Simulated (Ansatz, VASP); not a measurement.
## Two plane-wave programs on SrO

POSCAR

```
SrO
1.0
    0.0000000000      2.4413100000      2.5055550000
    2.4413100000      0.0000000000      2.5055550000
    2.4413100000      2.4413100000      0.0000000000
Sr O
1 1
Direct
    0.0000000000      0.0000000000      0.0000000000
    0.5000000000      0.5000000000      0.5000000000
```

INCAR.step1

```
SYSTEM = SrO
PREC = Accurate ; ENCUT = 520
ISMEAR = 0 ; SIGMA = 0.05
LREAL = .FALSE. ; LASPH = .TRUE.
NELM = 100 ; NBANDS = 15
GGA = PE ; ALGO = Normal
EDIFF = 1E-4 ; LWAVE = .TRUE.
LCHARG = .FALSE.
```

The input INCAR.step2:

```
SYSTEM = SrO
PREC = Accurate ; ENCUT = 520
EDIFF = 1E-7 ; ISMEAR = 0
SIGMA = 0.05 ; LREAL = .FALSE.
LASPH = .TRUE. ; NELM = 100
ALGO = Normal ; ISIF = 2
LWAVE = .FALSE. ; LCHARG = .FALSE.
METAGGA = R2SCAN ; LMIXTAU = .TRUE.
NBANDS = 15 ; ISTART = 1
```

KPOINTS

```
Automatic mesh
0
G
  8 8 8
  0 0 0
```

Input for Ansatz:

```yaml
crystal:
  lattice:
    - [0.0, 2.44131, 2.505555]
    - [2.44131, 0.0, 2.505555]
    - [2.44131, 2.44131, 0.0]
  atoms:
    - { symbol: Sr, position: [0.0, 0.0, 0.0] }
    - { symbol: O, position: [0.5, 0.5, 0.5] }
basis:
  ecutwfc: 500
kpoints:
  mp_grid: { grid: [8, 8, 8] }
hamiltonian:
  xc: r2scan
scf:
  occupations: { method: gaussian, width: 0.05 }
output:
  forces: true
  stress: true
  eigenvalues: true
  write_density: true
  write_potential: true
  elf: true
  volumetric_format: npy
```

Change from the starting cell: strain -0.050 along x and y, -0.025 along z, atoms carried along.

Alike in both runs: task single point; functional r2SCAN; k mesh 8 × 8 × 8; occupations gaussian, width 0.05 eV; no spin polarisation.

|  | VASP | Ansatz |
| --- | --- | --- |
| version | VASP 6.6.1 | Ansatz 0.2.0 |
| potentials or method | VASP PAW PBE potentials, release 64 (Sr_sv, O), cutoff 520 eV | scalar-relativistic, plane waves, PAW |
| valence electrons in the cell | 16 | 16 |

```csv
,VASP,Ansatz,Ansatz less VASP
gap on the k mesh at the Fermi level (eV),3.49,3.55,+0.051
least direct gap on the mesh (eV),3.49,3.55,+0.051
pressure (GPa),19.1,18.1,-1.03
"traceless stress, the component that is largest in VASP (GPa)",-4.76,-4.54,+0.222
```

VASP's potentials were made for PBE, not for r2SCAN.
